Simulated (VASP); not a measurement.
The system is Sr.

```xyz
1
Lattice="-2.4350 2.4350 2.4350 2.4350 -2.4350 2.4350 2.4350 2.4350 -2.4350" Properties=species:S:1:pos:R:3 pbc="T T T"
Sr    0.0000    0.0000    0.0000
```

This isn't the form of Sr at room conditions, which is fcc.

```yaml
Program: VASP 6.6.1
Task: relaxation of volume and atoms at fixed shape
Functional: PBEsol
Potentials_or_basis: VASP PAW PBE potentials, release 64 (Sr_sv)
Cutoff: 500 eV
k_mesh: 7 × 7 × 7
Occupations: methfessel-paxton, width 0.1 eV
Spin: no spin polarisation
```

At the start: pressure -1.3 GPa; volume 57.75 Å³/atom.

How do energy, volume and symmetry change on relaxing?

Over 4 steps the energy falls by 32.0 meV/atom and the volume is 50.89 Å³/atom (-11.9 %); space group Im-3m (No. 229, to 0.1 Å) before and after.

Step by step:
```tsv
step	energy change (eV)	largest force (eV/Å)	pressure (GPa)	volume (Å³)
1	0.0000	0.0000	-1.32	57.75
2	-0.0252	0.0000	-0.70	53.86
3	-0.0319	0.0000	-0.09	51.25
4	-0.0320	0.0000	0.01	50.89
```

Final structure:
```
Sr
1.0
    -2.33447    2.33447    2.33447
     2.33447   -2.33447    2.33447
     2.33447    2.33447   -2.33447
Sr
1
Direct
  0.00000 0.00000 0.00000
```

Caveat: the PAW data sets were made with another functional, which shifts forces and pressure a little.
